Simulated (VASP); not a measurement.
# ZrB2 (P6/mmm) in VASP: notebook

Runs on ZrB2. Level: PBEsol. Tasks: relaxation of cell and atoms.

All numbers are computed with VASP 6.6.1; they aren't measurements. Logs are shortened: lines on timing, memory, paths and dates and some standing lists are left out, and cuts for length are marked.

## Step 1: The cell of the first run

The structure is hexagonal, space group P6/mmm (No. 191). The conventional cell has a = 3.155 Å, b = 3.155 Å, c = 3.506 Å, α = 90.00°, β = 90.00°, γ = 120.00°. Zr (site symmetry 6/mmm) has 12 B at 2.53 Å and 6 Zr at 3.16 Å within 3.3 Å. Within 2.4 Å of B (site symmetry -6m2) lie 3 B at 1.82 Å.

## Step 2: Relaxation of cell and atoms, PBEsol, target pressure 2 GPa, at which the enthalpy is minimised

File INCAR:

```
  PREC = Accurate
  ENCUT = 600
  EDIFF = 1E-6
  ISMEAR = -1
  SIGMA = 0.1
  LREAL = F
  LASPH = T
  NELM = 60
  ALGO = Normal
  ISIF = 3
  LWAVE = F
  LCHARG = F
  GGA = PS
  IBRION = 2
  NSW = 100
  EDIFFG = -0.002
  PSTRESS = 20.0
```

File KPOINTS:

```
Automatic mesh
0
Gamma
  16 16 12
```

File POSCAR:

```
ZrB2
1.0
    3.1552029036      0.0000000000      0.0000000000
   -1.5776014518      2.7324858686      0.0000000000
    0.0000000000      0.0000000000      3.5063834979
Zr B
1 2
Direct
    0.0000000000      0.0000000000      0.0000000000
    0.3333333333      0.6666666667      0.5000000000
    0.6666666667      0.3333333333      0.5000000000
```

Potentials or basis: VASP PAW PBE potentials, release 64 (Zr_sv, B).

Command:

```bash
$ cat potpaw_PBE.64/Zr_sv/POTCAR potpaw_PBE.64/B/POTCAR > POTCAR
$ mpirun -np 1 vasp_std > vasp.out
```

OUTCAR:

```text
PREC = Accurate
   ENCUT = 600
   EDIFF = 1E-6
   ISMEAR = -1
   LREAL = F
   LASPH = T
   NELM = 60
   ISIF = 3
   GGA = PS
   IBRION = 2
   NSW = 100
   EDIFFG = -0.002
   PSTRESS = 20.0

 ion  position               nearest neighbor table
   1  0.000  0.000  0.000-   2 2.53   3 2.53   2 2.53   3 2.53   2 2.53   2 2.53   3 2.53   3 2.53
                             3 2.53   3 2.53   2 2.53   2 2.53
   2  0.333  0.667  0.500-   3 1.82   3 1.82   3 1.82   1 2.53   1 2.53   1 2.53   1 2.53   1 2.53
                             1 2.53
   3  0.667  0.333  0.500-   2 1.82   2 1.82   2 1.82   1 2.53   1 2.53   1 2.53   1 2.53   1 2.53
                             1 2.53

  LATTYP: Found a hexagonal cell.
 ALAT       =     3.1552029036
 C/A-ratio  =     1.1113020636

  Lattice vectors:

 A1 = (   3.1552029036,   0.0000000000,   0.0000000000)
 A2 = (  -1.5776014518,   2.7324858686,   0.0000000000)
 A3 = (   0.0000000000,   0.0000000000,   3.5063834979)

Analysis of symmetry for initial positions (statically):
=====================================================================
 Subroutine PRICEL returns:
 Original cell was already a primitive cell.

 Routine SETGRP: Setting up the symmetry group for a
 hexagonal supercell.

 Subroutine GETGRP returns: Found 24 space group operations
 (whereof 24 operations were pure point group operations)
 out of a pool of 24 trial point group operations.

The static configuration has the point symmetry D_6h.

Analysis of symmetry for dynamics (positions and initial velocities):
=====================================================================
 Subroutine PRICEL returns:
 Original cell was already a primitive cell.

 Routine SETGRP: Setting up the symmetry group for a
 hexagonal supercell.

 Subroutine GETGRP returns: Found 24 space group operations
 (whereof 24 operations were pure point group operations)
 out of a pool of 24 trial point group operations.

The dynamic configuration has the point symmetry D_6h.

 Subroutine INISYM returns: Found 24 space group operations
 (whereof 24 operations are pure point group operations),
 and found     1 'primitive' translations

----------------------------------------------------------------------------------------

                                     Primitive cell

  volume of cell :      30.2305

  direct lattice vectors                    reciprocal lattice vectors
     3.155202904  0.000000000  0.000000000     0.316936828  0.182983563  0.000000000
    -1.577601452  2.732485869  0.000000000     0.000000000  0.365967126  0.000000000
     0.000000000  0.000000000  3.506383498     0.000000000  0.000000000  0.285194133

  length of vectors
     3.155202904  3.155202904  3.506383498     0.365967126  0.365967126  0.285194133

  position of ions in fractional coordinates (direct lattice)
     0.000000000  0.000000000  0.000000000
     0.333333333  0.666666667  0.500000000
     0.666666667  0.333333333  0.500000000

  ion indices of the primitive-cell ions
   primitive index   ion index
                 1           1
                 2           2
                 3           3

----------------------------------------------------------------------------------------

 KPOINTS: Automatic mesh

Automatic generation of k-mesh.
 Grid dimensions read from file:
 generate k-points for:   16   16   12

 Generating k-lattice:

  Cartesian coordinates                     Fractional coordinates (reciprocal lattice)
     0.019808552  0.011436473  0.000000000     0.062500000  0.000000000  0.000000000
     0.000000000  0.022872945  0.000000000     0.000000000  0.062500000  0.000000000
     0.000000000  0.000000000  0.023766178     0.000000000  0.000000000  0.083333333

  Length of vectors
     0.022872945  0.022872945  0.023766178

  Shift w.r.t. Gamma in fractional coordinates (k-lattice)
     0.000000000  0.000000000  0.000000000

 Subroutine IBZKPT returns following result:
 ===========================================

 Found    210 irreducible k-points:

 Following reciprocal coordinates:
            Coordinates               Weight
  0.000000  0.000000  0.000000      1.000000
  0.062500  0.000000  0.000000      6.000000
  0.125000  0.000000  0.000000      6.000000
  0.187500  0.000000  0.000000      6.000000
  0.250000  0.000000  0.000000      6.000000
  0.312500  0.000000  0.000000      6.000000
[... 16 lines left out ...]
  0.187500  0.187500  0.000000      6.000000
  0.250000  0.187500  0.000000     12.000000
 [... further k-points ...]
   k-points           NKPTS =    210   k-points in BZ     NKDIM =    210   number of bands    NBANDS=     13
   number of dos      NEDOS =    301   number of ions     NIONS =      3
   total plane-waves  NPLWV =  21952
   dimension x,y,z NGX =    28 NGY =   28 NGZ =   28
   dimension x,y,z NGXF=    56 NGYF=   56 NGZF=   56
   ions per type =               1   2
   NGX,Y,Z   is equivalent  to a cutoff of  14.75, 14.75, 13.28 a.u.
   NGXF,Y,Z  is equivalent  to a cutoff of  29.51, 29.51, 26.55 a.u.
 SYSTEM =  unknown system
   PREC   = accura    normal or accurate (medium, high low for compatibility)
   ISTART =      0    job   : 0-new  1-cont  2-samecut
   ICHARG =      2    charge: 1-file 2-atom 10-const
   ISPIN  =      1    spin polarized calculation?
   LNONCOLLINEAR =      F non collinear calculations
   LSORBIT =      F    spin-orbit coupling
   LASPH  =      T    aspherical Exc in radial PAW
   ENCUT  =  600.0 eV  44.10 Ry    6.64 a.u.   6.30  6.30  7.00*2*pi/ulx,y,z
   NELM   =     60;   NELMIN=  2; NELMDL= -5     # of ELM steps
   EDIFF  = 0.1E-05   stopping-criterion for ELM
   LREAL  =      F    real-space projection
   EDIFFG = -.2E-02   stopping-criterion for IOM
   NSW    =    100    number of steps for IOM
   IBRION =      2    ionic relax: 0-MD 1-quasi-New 2-CG
   NFREE  =      1    steps in history (QN), initial steepest desc. (CG)
   ISIF   =      3    stress and relaxation
   ISYM   =      2    0-nonsym 1-usesym 2-fastsym
   POTIM  = 0.5000    time-step for ionic-motion
   TEBEG  =    0.0;   TEEND  =   0.0 temperature during run
   PSTRESS=   20.0 pullay stress
   NELECT =      18.0000    total number of electrons
   NUPDOWN=      -1.0000    fix difference up-down
   EMIN   =  10.00;   EMAX   =-10.00  energy-range for DOS
   EFERMI =   0.00;   METHOD = LEGACY
   ISMEAR =    -1;   SIGMA  =   0.10  broadening in eV -4-tet -1-fermi 0-gaus
   EFERMI_NEDOS =   21; number of points for ismear=-14 and -15
   IALGO  =     38    algorithm
   IMIX   =      4    mixing-type and parameters
     AMIX     =   0.40;   BMIX     =  1.00
     AMIX_MAG =   1.60;   BMIX_MAG =  1.00
  volume/ion in A,a.u.               =      10.08        68.00
  Fermi-wavevector in a.u.,A,eV,Ry     =   1.377265  2.602653 25.808325  1.896858
  Thomas-Fermi vector in A             =   2.502434
   LORBIT       =      0    0 simple, 1 ext, 2 COOP (PROOUT), +10 PAW based schemes
   GGA     = PS    functional components
   LHFCALC =     F    Hartree Fock is set to
   AEXX    =    0.0000 exact exchange contribution
   IVDW    =     0    specifies the selected vdW correction
   LEPSILON=     F    determine dielectric tensor
   LRPA    =     F    only Hartree local field effects (RPA)
 conjugate gradient relaxation of ions
 non-spin polarized calculation
  energy-cutoff  :      600.00
  volume of cell :       30.23
 maximum number of plane-waves:      1024
 NGX is ok and might be reduce to    28
   NGX = 13   NGY = 13   NGZ = 15

--------------------------------------- Ionic step        1  -------------------------------------------

 number of electron      18.0000000 magnetization

 Free energy of the ion-electron system (eV)
  ---------------------------------------------------
  ext. energy  EPLUGINS =         0.00000000
  ---------------------------------------------------
  free energy    TOTEN  =       -26.40887455 eV

  energy without entropy =      -26.40048607  energy(sigma->0) =      -26.40468031

------------------------ aborting loop because EDIFF is reached ----------------------------------------

  FORCE on cell =-STRESS in cart. coord.  units (eV):
  Direction    XX          YY          ZZ          XY          YZ          ZX
  --------------------------------------------------------------------------------------
  -------------------------------------------------------------------------------------
  Total        0.0623408      0.0623408      0.0594485      0.0000000      0.0000000     -0.0000000
  in kB        3.3039862      3.3039862      3.1506992      0.0000000      0.0000000     -0.0000000
  external PRESSURE =     -16.7471095 kB  Pullay stress =      20.0000000 kB
[... 100 lines left out ...]
  energy  without entropy=      -26.3991236884  energy(sigma->0) =      -26.40328355

  enthalpy is  TOTEN    =       -26.0325734281 eV   P V=        0.3748699908

[... ionic steps 4 to 9 ...]

--------------------------------------- Ionic step       10  -------------------------------------------

 number of electron      18.0000000 magnetization

------------------------ aborting loop because EDIFF is reached ----------------------------------------
[... 73 lines left out ...]
--------------------------------------- Ionic step       12  -------------------------------------------

 number of electron      18.0000000 magnetization

 Free energy of the ion-electron system (eV)
  ---------------------------------------------------
  ext. energy  EPLUGINS =         0.00000000
  ---------------------------------------------------
  free energy    TOTEN  =       -26.40747511 eV

  energy without entropy =      -26.39914912  energy(sigma->0) =      -26.40331211

 E-fermi :  10.6870     XC(G=0): -12.6486

 val. band max:       10.6521444924   @ k =   0.0625   0.0625   0.5000
 cond. band min:      10.6924503387   @ k =   0.1875   0.1875   0.0833
 fundamental gap:      0.0403058463
 Fermi energy:        10.6870144083

 k-point     1 :       0.0000    0.0000    0.0000
  band No.  band energies     occupation
      1     -37.7338      2.00000
      2     -15.9737      2.00000
      3     -15.3788      2.00000
      4     -15.3788      2.00000
      5      -2.1131      2.00000
      6       7.9956      2.00000
      7       7.9956      2.00000
      8       8.0238      2.00000
      9       8.4068      2.00000
     10      14.1887      0.00000
     11      14.1887      0.00000
     12      15.0336      0.00000
     13      15.0336      0.00000
[... 354 lines left out ...]
  band No.  band energies     occupation
      1     -37.6199      2.00000
      2     -16.1744      2.00000
      3     -15.8044      2.00000
      4     -15.7134      2.00000
      5       0.4467      2.00000
      6       4.2462      2.00000
      7       5.8643      2.00000
      8       7.1689      2.00000
      9      10.2948      1.96116
     10      10.7970      0.49949
     11      11.9771      0.00000
     12      16.1811      0.00000
     13      17.1414      0.00000

 [... further k-points ...]
[... 5 lines left out ...]
  --------------------------------------------------------------------------------------
  -------------------------------------------------------------------------------------
  Total        0.3690482      0.3690482      0.3776346      0.0000000     -0.0000000      0.0000000
  in kB       19.6878509     19.6878509     20.1459146      0.0000000     -0.0000000      0.0000000
  external PRESSURE =      -0.1594612 kB  Pullay stress =      20.0000000 kB
[... 22 lines left out ...]
  energy  without entropy=      -26.3991491192  energy(sigma->0) =      -26.40331211

  enthalpy is  TOTEN    =       -26.0325756961 eV   P V=        0.3748994099

 reached required accuracy - stopping structural energy minimisation
```

It took 3.7 min on 1 thread of Intel Xeon Platinum 8488C (Sapphire Rapids), shared host; peak memory 0.25 GiB.

Results:

| Property | Result |
| --- | --- |
| Free energy | -26.4075 eV |
| Relaxed volume | 10.01 Å³/atom |
| Relaxed cell | a = 3.149 Å, b = 3.149 Å, c = 3.498 Å, α = 90.00°, β = 90.00°, γ = 120.00° |
| Space group after relaxing (to 0.1 Å) | P6/mmm (No. 191) |
| Energy change on relaxing (the run minimises the enthalpy) | +0.5 meV/atom |
| Ionic steps | 12 |
| Pressure after relaxing | 2.0 GPa |
| Band gap on the k mesh | zero (bands 9 and 10 overlap by 1.16 eV) |

Step by step:
| step | energy change (eV) | largest force (eV/Å) | pressure (GPa) | volume (Å³) |
| --- | --- | --- | --- | --- |
| 1 | 0.0000 | 0.0000 | 0.33 | 30.23 |
| 2 | 0.0065 | 0.0000 | 4.26 | 29.77 |
| 3 | 0.0014 | 0.0000 | 2.01 | 30.03 |
| 4 | 0.0014 | 0.0000 | 1.98 | 30.03 |
| 5 | 0.0014 | 0.0000 | 1.97 | 30.03 |
| 6 | 0.0014 | 0.0000 | 1.97 | 30.03 |
| 7 | 0.0014 | 0.0000 | 1.97 | 30.03 |
| 8 | 0.0015 | 0.0000 | 2.02 | 30.02 |
| 9 | 0.0014 | 0.0000 | 2.02 | 30.03 |
| 10 | 0.0014 | 0.0000 | 2.02 | 30.03 |
| 11 | 0.0014 | 0.0000 | 2.00 | 30.03 |
| 12 | 0.0014 | 0.0000 | 1.98 | 30.03 |

Final structure:
```
Zr B
1.0
     3.14885    0.00000    0.00000
    -1.57443    2.72699    0.00000
     0.00000    0.00000    3.49751
Zr B
1 2
Direct
  0.00000 0.00000 0.00000
  0.33333 0.66667 0.50000
  0.66667 0.33333 0.50000
```

Levels at points of the mesh, in eV from the Fermi level:
```
           k point  band 5  band 6  band 7  band 8  band 9  band 10  band 11  band 12  band 13
(0.00, 0.00, 0.00)  -12.80   -2.69   -2.69   -2.66   -2.28     3.50     3.50     4.35     4.35
(0.50, 0.00, 0.00)   -9.06   -8.46   -3.96   -3.07   -2.78     2.31     2.37     5.08     5.18
(0.00, 0.00, 0.50)  -10.63   -7.03   -0.96   -0.96    0.29     0.29     0.79     0.79     1.94
(0.50, 0.00, 0.50)  -10.00   -6.97   -4.71   -4.22   -1.93     3.90     4.20     5.48     6.54
```

Caveat: the cell is relaxed towards a set pressure, so the run minimises the enthalpy, not the energy; the PAW data sets were made with another functional, which shifts forces and pressure a little.

## Step 3: Relaxation of cell and atoms, PBEsol, target pressure 4 GPa, at which the enthalpy is minimised

File INCAR:

```
ALGO     = Normal         # electronic algorithm
EDIFF    = 1E-6           # SCF threshold, eV
EDIFFG   = -0.002         # ionic threshold
ENCUT    = 600            # plane-wave cutoff, eV
GGA      = PS             # functional
IBRION   = 2              # ionic algorithm
ISIF     = 3              # what is computed and relaxed
ISMEAR   = -1             # smearing method
LASPH    = T              # aspherical terms in the spheres
LCHARG   = F              # write CHGCAR
LREAL    = F              # projectors in reciprocal space
LWAVE    = F              # write WAVECAR
NELM     = 80             # most SCF steps
NSW      = 100            # ionic steps
PREC     = Accurate       # precision mode
PSTRESS  = 40.0         
SIGMA    = 0.1            # smearing width, eV
```

File KPOINTS:

```
k-points
0
Gamma
  16 16 12
```

POSCAR is that of step 2.

Potentials or basis: VASP PAW PBE potentials, release 64 (Zr_sv, B).

Command:

```bash
$ cat potpaw_PBE.64/Zr_sv/POTCAR potpaw_PBE.64/B/POTCAR > POTCAR
$ mpirun -np 1 vasp_std > vasp.out
```

Run time: 5.5 min. Hardware: 1 thread of Intel Xeon Platinum 8488C (Sapphire Rapids), shared host; peak memory 0.25 GiB.

It converged, with:

```
Free energy                                                : -26.4032 eV
Relaxed volume                                             : 9.93 Å³/atom
Relaxed cell                                               : a = 3.141 Å, b = 3.141 Å, c = 3.488 Å, α = 90.00°, β = 90.00°, γ = 120.00°
Space group after relaxing (to 0.1 Å)                      : P6/mmm (No. 191)
Energy change on relaxing (the run minimises the enthalpy) : +1.9 meV/atom
Ionic steps                                                : 21
Pressure after relaxing                                    : 4.0 GPa
Band gap on the k mesh                                     : zero (bands 9 and 10 overlap by 1.17 eV)
```

Step by step:
| step | energy change (eV) | largest force (eV/Å) | pressure (GPa) | volume (Å³) |
| --- | --- | --- | --- | --- |
| 1 | 0.0000 | 0.0000 | 0.33 | 30.23 |
| 2 | 0.0294 | 0.0000 | 9.35 | 29.23 |
| 3 | 0.0057 | 0.0000 | 4.00 | 29.80 |
| 4 | 0.0054 | 0.0000 | 3.93 | 29.81 |
| 5 | 0.0055 | 0.0000 | 3.92 | 29.81 |
| 6 | 0.0055 | 0.0000 | 3.91 | 29.81 |
| 7 | 0.0055 | 0.0000 | 3.92 | 29.81 |
| 8 | 0.0055 | 0.0000 | 3.92 | 29.81 |
| 9 | 0.0055 | 0.0000 | 3.92 | 29.81 |
| 10 | 0.0060 | 0.0000 | 4.08 | 29.79 |
| 11 | 0.0057 | 0.0000 | 4.03 | 29.80 |
| 12 | 0.0056 | 0.0000 | 4.02 | 29.80 |
| 13 | 0.0056 | 0.0000 | 3.97 | 29.81 |
| 14 | 0.0056 | 0.0000 | 3.94 | 29.80 |
| 15 | 0.0056 | 0.0000 | 3.96 | 29.80 |
| 16 | 0.0056 | 0.0000 | 3.97 | 29.80 |
| 17 | 0.0057 | 0.0000 | 3.97 | 29.80 |
| 18 | 0.0058 | 0.0000 | 4.03 | 29.80 |
| 19 | 0.0057 | 0.0000 | 4.05 | 29.80 |
| 20 | 0.0057 | 0.0000 | 4.02 | 29.80 |
| 21 | 0.0057 | 0.0000 | 4.01 | 29.80 |

Final structure:
```
Zr B
1.0
     3.14106    0.00000    0.00000
    -1.57053    2.72024    0.00000
     0.00000    0.00000    3.48783
Zr B
1 2
Direct
  0.00000 0.00000 0.00000
  0.33333 0.66667 0.50000
  0.66667 0.33333 0.50000
```

Levels at points of the mesh, in eV from the Fermi level:
```tsv
k point	band 6	band 7	band 8	band 9	band 10	band 11	band 12	band 13
(0.00, 0.00, 0.00)	-2.71	-2.71	-2.68	-2.27	3.54	3.54	4.39	4.39
(0.50, 0.00, 0.00)	-8.46	-3.98	-3.08	-2.80	2.33	2.39	5.13	5.24
(0.00, 0.00, 0.50)	-7.05	-0.97	-0.97	0.29	0.29	0.79	0.79	1.96
(0.50, 0.00, 0.50)	-6.98	-4.73	-4.25	-1.91	3.94	4.24	5.54	6.61
```

Caveat: the cell is relaxed towards a set pressure, so the run minimises the enthalpy, not the energy; the PAW data sets were made with another functional, which shifts forces and pressure a little.

The gap in the log of VASP goes by the Fermi energy; the results here count the filled bands.